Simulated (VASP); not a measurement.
# CdI2 in VASP: notebook

CdI2 is run at these levels: LDA; tasks: band structure.

Program: VASP 6.6.1. These are calculated values, not measurements. Logs are shortened: lines on timing, memory, paths and dates and some standing lists are left out, and cuts for length are marked.

### Step 1. The cell of the first run

The cell holds a sheet with vacuum, 3 atoms: a = 4.244 Å, b = 7.351 Å, c = 19.419 Å, α = 90.00°, β = 90.00°, γ = 30.00°.

### Step 2. Band structure, LDA, non-collinear spin, zero start, spin-orbit coupling

INCAR reads:

```
SYSTEM = CdI2
GGA = CA ; LSORBIT = .True.
MAGMOM = 0 0 0 0 0 0 0 0 0 ; LORBIT = 11
LDIPOL = .True. ; IDIPOL = 3
DIPOL = 0.5 0.5 0.500 ; ISMEAR = 0
SIGMA = 0.03 ; LWAVE = .False.
LCHARG = .False. ; NBANDS = 52
PREC = Accurate ; LASPH = .True.
LREAL = .False. ; ALGO = Normal
EDIFF = 1E-6 ; NELM = 200
GGA_COMPAT = .False. ; ENCUT = 320
EFERMI = MIDGAP ; NELMDL = -8
KPAR = 8
```

KPOINTS reads:

```
Automatic mesh
0
Gamma
  8 8 1
  0 0 0
```

KPOINTS_OPT reads:

```
path GMKGALHA,LM,KH
12
line-mode
reciprocal
 0.0000000000  0.0000000000  0.0000000000  G
 0.5000000000  0.5000000000  0.0000000000  M

 0.5000000000  0.5000000000  0.0000000000  M
 0.3333333333  0.0000000000  0.0000000000  K

 0.3333333333  0.0000000000  0.0000000000  K
 0.0000000000  0.0000000000  0.0000000000  G

 0.0000000000  0.0000000000  0.0000000000  G
 0.0000000000  0.0000000000 -0.5000000000  A

 0.0000000000  0.0000000000 -0.5000000000  A
 0.5000000000  0.5000000000 -0.5000000000  L

 0.5000000000  0.5000000000 -0.5000000000  L
 0.3333333333  0.0000000000 -0.5000000000  H

 0.3333333333  0.0000000000 -0.5000000000  H
 0.0000000000  0.0000000000 -0.5000000000  A

 0.5000000000  0.5000000000 -0.5000000000  L
 0.5000000000  0.5000000000  0.0000000000  M

 0.3333333333  0.0000000000  0.0000000000  K
 0.3333333333  0.0000000000 -0.5000000000  H
```

POSCAR reads:

```
CdI2
1.0
    4.2440000000      0.0000000000      0.0000000000
    6.3660000000      3.6754118137      0.0000000000
    0.0000000000      0.0000000000     19.4185256000
I Cd
2 1
Direct
    0.0000000000      1.0000000000      0.4119777250
    0.0000000002      0.3333333332      0.5880222750
    0.0000000001      0.6666666666      0.5000000000
```

Potentials or basis: VASP PAW LDA potentials, release 64 (I, Cd).

Command:

```bash
$ cat potpaw_LDA.64/I/POTCAR potpaw_LDA.64/Cd/POTCAR > POTCAR
$ mpirun -np 8 vasp_ncl > vasp.out
```

OUTCAR:

```text
SYSTEM = CdI2
   GGA = CA
   LSORBIT = .True.
   LORBIT = 11
   ISMEAR = 0
   PREC = Accurate
   LASPH = .True.
   LREAL = .False.
   EDIFF = 1E-6
   NELM = 200
   ENCUT = 320
   EFERMI = MIDGAP
   NELMDL = -8

 Found     10 irreducible k-points:

 Following reciprocal coordinates:
            Coordinates               Weight
  0.000000  0.000000  0.000000      1.000000
  0.125000  0.000000  0.000000      6.000000
  0.250000  0.000000  0.000000      6.000000
  0.375000 -0.000000  0.000000      6.000000
  0.500000  0.000000  0.000000      3.000000
  0.000000  0.125000  0.000000      6.000000
   k-points           NKPTS =     10   k-points in BZ     NKDIM =     10   number of bands    NBANDS=     52
   number of dos      NEDOS =    301   number of ions     NIONS =      3
   total plane-waves  NPLWV = 161280
   dimension x,y,z NGX =    28 NGY =   48 NGZ =  120
   dimension x,y,z NGXF=    56 NGYF=   96 NGZF=  240
   ions per type =               2   1
   NGX,Y,Z   is equivalent  to a cutoff of  10.97, 10.86, 10.27 a.u.
   NGXF,Y,Z  is equivalent  to a cutoff of  21.94, 21.71, 20.55 a.u.
 SYSTEM =  CdI2
   PREC   = accura    normal or accurate (medium, high low for compatibility)
   ISTART =      0    job   : 0-new  1-cont  2-samecut
   ICHARG =      2    charge: 1-file 2-atom 10-const
   ISPIN  =      1    spin polarized calculation?
   LNONCOLLINEAR =      T non collinear calculations
   LSORBIT =      T    spin-orbit coupling
   LASPH  =      T    aspherical Exc in radial PAW
   ENCUT  =  320.0 eV  23.52 Ry    4.85 a.u.   6.19 10.72 28.32*2*pi/ulx,y,z
   NELM   =    200;   NELMIN=  2; NELMDL= -8     # of ELM steps
   EDIFF  = 0.1E-05   stopping-criterion for ELM
   LREAL  =      F    real-space projection
   EDIFFG = 0.1E-04   stopping-criterion for IOM
   NSW    =      0    number of steps for IOM
   IBRION =     -1    ionic relax: 0-MD 1-quasi-New 2-CG
   NFREE  =      0    steps in history (QN), initial steepest desc. (CG)
   ISIF   =      2    stress and relaxation
   ISYM   =      2    0-nonsym 1-usesym 2-fastsym
   POTIM  = 0.5000    time-step for ionic-motion
   TEBEG  =    0.0;   TEEND  =   0.0 temperature during run

   SCALEE = 1.0000    scale energy and forces
   PSTRESS=    0.0 pullay stress
   NELECT =      26.0000    total number of electrons
   NUPDOWN=      -1.0000    fix difference up-down
   EMIN   =  10.00;   EMAX   =-10.00  energy-range for DOS
   EFERMI =   0.00;   METHOD = MIDGAP
   ISMEAR =     0;   SIGMA  =   0.03  broadening in eV -4-tet -1-fermi 0-gaus
   EFERMI_NEDOS =   21; number of points for ismear=-14 and -15
   IALGO  =     38    algorithm
   IMIX   =      4    mixing-type and parameters
     AMIX     =   0.40;   BMIX     =  1.00
     AMIX_MAG =   1.60;   BMIX_MAG =  1.00
  volume/ion in A,a.u.               =     100.97       681.35
  Fermi-wavevector in a.u.,A,eV,Ry     =   0.722160  1.364684  7.095642  0.521515
  Thomas-Fermi vector in A             =   1.812052
   LORBIT       =     11    0 simple, 1 ext, 2 COOP (PROOUT), +10 PAW based schemes
   GGA     = CA    functional components
   LHFCALC =     F    Hartree Fock is set to
   AEXX    =    0.0000 exact exchange contribution
   IVDW    =     0    specifies the selected vdW correction
   LEPSILON=     F    determine dielectric tensor
   LRPA    =     F    only Hartree local field effects (RPA)

   CSHIFT  =0.1000    complex shift for real part using Kramers Kronig

   OMEGAMAX=  -1.0    maximum frequency
 Gauss-broadening in eV      SIGMA  =   0.03
  energy-cutoff  :      320.00
  volume of cell :      302.90
 maximum number of plane-waves:      7928
 NGX is ok and might be reduce to    28
   NGX = 13   NGY = 21   NGZ = 57

 number of electron      26.0000009 magnetization       0.0000000      0.0000000      0.0000000

 number of electron      26.0000009 magnetization       0.0000000     -0.0000000     -0.0000000

 number of electron      26.0000009 magnetization       0.0000000     -0.0000000      0.0000000

 DIPCOR: dipole corrections for dipol
 direction  3 min pos     1,
 dipolmoment           0.000000      0.000000     -0.000000 electrons x Angstroem
 Tr[quadrupol]      -108.930332

 energy correction for charged system         0.000000 eV

 dipol+quadrupol energy correction           -0.000000 eV

 added-field ion interaction          0.000000 eV  (added to PSCEN)

 Free energy of the ion-electron system (eV)
  ---------------------------------------------------
  ext. energy  EPLUGINS =         0.00000000
  ---------------------------------------------------
  free energy    TOTEN  =        -7.34587567 eV

  energy without entropy =       -7.34587567  energy(sigma->0) =       -7.34587567

 E-fermi :  -2.2043     XC(G=0):  -3.5922

 val. band max:       -3.2128142173   @ k =   0.0000   0.0000   0.0000
 cond. band min:      -1.1957463639   @ k =   0.5000   0.0000   0.0000
 fundamental gap:      2.0170678533
 Fermi energy:        -2.2042802906

 k-point     1 :       0.0000    0.0000    0.0000
  band No.  band energies     occupation
      1     -15.5779      1.00000
      2     -15.5779      1.00000
      3     -15.0575      1.00000
      4     -15.0575      1.00000
      5     -11.3949      1.00000
      6     -11.3949      1.00000
[... 30 lines left out ...]
     37       2.7310      0.00000
     38       2.7310      0.00000
[... 203 lines left out ...]
     37       2.9694      0.00000
     38       2.9694      0.00000

 [... further k-points ...]

 [bands above 38 left out]

------------------------ aborting loop because EDIFF is reached ----------------------------------------

 vacuum level on the upper side and lower side of the slab       (xc-potential included)        -0.008        -0.008

  FORCE on cell =-STRESS in cart. coord.  units (eV):
  Direction    XX          YY          ZZ          XY          YZ          ZX
  --------------------------------------------------------------------------------------
  -------------------------------------------------------------------------------------
  Total       -1.1634322     -1.1634322     -0.8752150      0.0000000      0.0000000      0.0000000
  in kB       -6.1539511     -6.1539511     -4.6294318      0.0000000      0.0000000      0.0000000
  external PRESSURE =      -5.6457780 kB  Pullay stress =       0.0000000 kB

 VOLUME and BASIS-vectors are now :
 -----------------------------------------------------------------------------
  energy-cutoff  :      320.00
  volume of cell :      302.90
      direct lattice vectors                 reciprocal lattice vectors
     4.244000000  0.000000000  0.000000000     0.235626767 -0.408117532  0.000000000
     6.366000000  3.675411814  0.000000000     0.000000000  0.272078355  0.000000000
     0.000000000  0.000000000 19.418525600     0.000000000  0.000000000  0.051497216

 POSITION                                       TOTAL-FORCE (eV/Angst)
 -----------------------------------------------------------------------------------
      0.00000      0.00000      8.00000         0.000000      0.000000      0.242533
      2.12200      1.22514     11.41853         0.000000      0.000000     -0.242533
      4.24400      2.45027      9.70926         0.000000      0.000000      0.000000
 -----------------------------------------------------------------------------------
    total drift:                               -0.000000      0.000000     -0.000000

  FREE ENERGIE OF THE ION-ELECTRON SYSTEM (eV)
  ---------------------------------------------------
  free  energy   TOTEN  =        -7.3458756680 eV

  energy  without entropy=       -7.3458756680  energy(sigma->0) =       -7.34587567

 vacuum level on the upper side and lower side of the slab         2.925         2.925

 Spin-Orbit-Coupling matrix elements

 Ion:    1  E_soc:     -0.2916409
 l=   1
     0.0000000    -0.0483202    -0.0490910
    -0.0483202     0.0000000    -0.0483202
    -0.0490910    -0.0483202     0.0000000
 l=   2
     0.0000000    -0.0000087     0.0000000    -0.0000087    -0.0000338
    -0.0000087     0.0000000    -0.0000113     0.0000022    -0.0000087
     0.0000000    -0.0000113     0.0000000    -0.0000113     0.0000000
    -0.0000087     0.0000022    -0.0000113     0.0000000    -0.0000087
    -0.0000338    -0.0000087     0.0000000    -0.0000087     0.0000000
 l=   3
     0.0000000     0.0000000     0.0000000     0.0000000     0.0000000     0.0000000     0.0000000
     0.0000000     0.0000000     0.0000000     0.0000000     0.0000000     0.0000000     0.0000000
     0.0000000     0.0000000     0.0000000     0.0000000     0.0000000     0.0000000     0.0000000
     0.0000000     0.0000000     0.0000000     0.0000000     0.0000000     0.0000000     0.0000000
     0.0000000     0.0000000     0.0000000     0.0000000     0.0000000     0.0000000     0.0000000
     0.0000000     0.0000000     0.0000000     0.0000000     0.0000000     0.0000000     0.0000000
     0.0000000     0.0000000     0.0000000     0.0000000     0.0000000     0.0000000     0.0000000

 Ion:    2  E_soc:     -0.2916409
 l=   1
     0.0000000    -0.0483202    -0.0490910
    -0.0483202     0.0000000    -0.0483202
    -0.0490910    -0.0483202     0.0000000
 l=   2
     0.0000000    -0.0000087     0.0000000    -0.0000087    -0.0000338
    -0.0000087     0.0000000    -0.0000113     0.0000022    -0.0000087
     0.0000000    -0.0000113     0.0000000    -0.0000113     0.0000000
    -0.0000087     0.0000022    -0.0000113     0.0000000    -0.0000087
    -0.0000338    -0.0000087     0.0000000    -0.0000087     0.0000000
 l=   3
     0.0000000     0.0000000     0.0000000     0.0000000     0.0000000     0.0000000     0.0000000
     0.0000000     0.0000000     0.0000000     0.0000000     0.0000000     0.0000000     0.0000000
     0.0000000     0.0000000     0.0000000     0.0000000     0.0000000     0.0000000     0.0000000
     0.0000000     0.0000000     0.0000000     0.0000000     0.0000000     0.0000000     0.0000000
     0.0000000     0.0000000     0.0000000     0.0000000     0.0000000     0.0000000     0.0000000
     0.0000000     0.0000000     0.0000000     0.0000000     0.0000000     0.0000000     0.0000000
     0.0000000     0.0000000     0.0000000     0.0000000     0.0000000     0.0000000     0.0000000

 Ion:    3  E_soc:     -0.0581894
 l=   1
     0.0000000    -0.0025412    -0.0025495
    -0.0025412     0.0000000    -0.0025412
    -0.0025495    -0.0025412     0.0000000
 l=   2
     0.0000000    -0.0014325     0.0000000    -0.0014325    -0.0057089
    -0.0014325     0.0000000    -0.0042827    -0.0014584    -0.0014325
     0.0000000    -0.0042827     0.0000000    -0.0042827     0.0000000
    -0.0014325    -0.0014584    -0.0042827     0.0000000    -0.0014325
    -0.0057089    -0.0014325     0.0000000    -0.0014325     0.0000000
 l=   3
     0.0000000     0.0000000     0.0000000     0.0000000     0.0000000     0.0000000     0.0000000
     0.0000000     0.0000000     0.0000000     0.0000000     0.0000000     0.0000000     0.0000000
     0.0000000     0.0000000     0.0000000     0.0000000     0.0000000     0.0000000     0.0000000
     0.0000000     0.0000000     0.0000000     0.0000000     0.0000000     0.0000000     0.0000000
     0.0000000     0.0000000     0.0000000     0.0000000     0.0000000     0.0000000     0.0000000
     0.0000000     0.0000000     0.0000000     0.0000000     0.0000000     0.0000000     0.0000000
     0.0000000     0.0000000     0.0000000     0.0000000     0.0000000     0.0000000     0.0000000

 total charge

# of ion       s       p       d       tot
------------------------------------------
    1        1.519   2.760   0.014   4.293
    2        1.519   2.760   0.014   4.293
    3        0.406   0.250   9.538  10.194
--------------------------------------------------
tot          3.444   5.770   9.565  18.780

 magnetization (x)

# of ion       s       p       d       tot
------------------------------------------
    1       -0.000  -0.000   0.000  -0.000
    2       -0.000  -0.000  -0.000  -0.000
    3        0.000  -0.000   0.000  -0.000
--------------------------------------------------
tot         -0.000  -0.000  -0.000  -0.000

 magnetization (y)

# of ion       s       p       d       tot
------------------------------------------
    1       -0.000   0.000   0.000   0.000
    2        0.000   0.000   0.000   0.000
    3       -0.000   0.000   0.000  -0.000
--------------------------------------------------
tot         -0.000   0.000   0.000   0.000

 magnetization (z)

# of ion       s       p       d       tot
------------------------------------------
    1        0.000   0.000  -0.000  -0.000
    2        0.000   0.000  -0.000  -0.000
    3       -0.000   0.000   0.000  -0.000
--------------------------------------------------
tot         -0.000   0.000  -0.000  -0.000
```

It took 6.4 min on 8 MPI ranks of Intel Xeon Platinum 8488C (Sapphire Rapids), shared host; peak memory 0.9 GiB.

Results:

| Quantity | Value |
| --- | --- |
| Free energy | -7.3459 eV |
| Largest force | 0.243 eV/Å |
| Net moment | 0.00 μB per cell |
| Valence electrons inside the program's atomic spheres | I 4.29; Cd 10.19 |

Forces on the atoms (eV/Å):
```
I    0.000  0.000  0.243
I    0.000  0.000 -0.243
Cd   0.000  0.000  0.000
```

Moments on the atoms (μB; x, y, z):
```
I   0.00 0.00 0.00
I   0.00 0.00 0.00
Cd  0.00 0.00 0.00
```

Caveat: the cutoff is under 1.25 times the usual one of these potentials, so pressure, stress and relaxed cells hold a basis-set (Pulay) error.

[end of part 1 of 2]
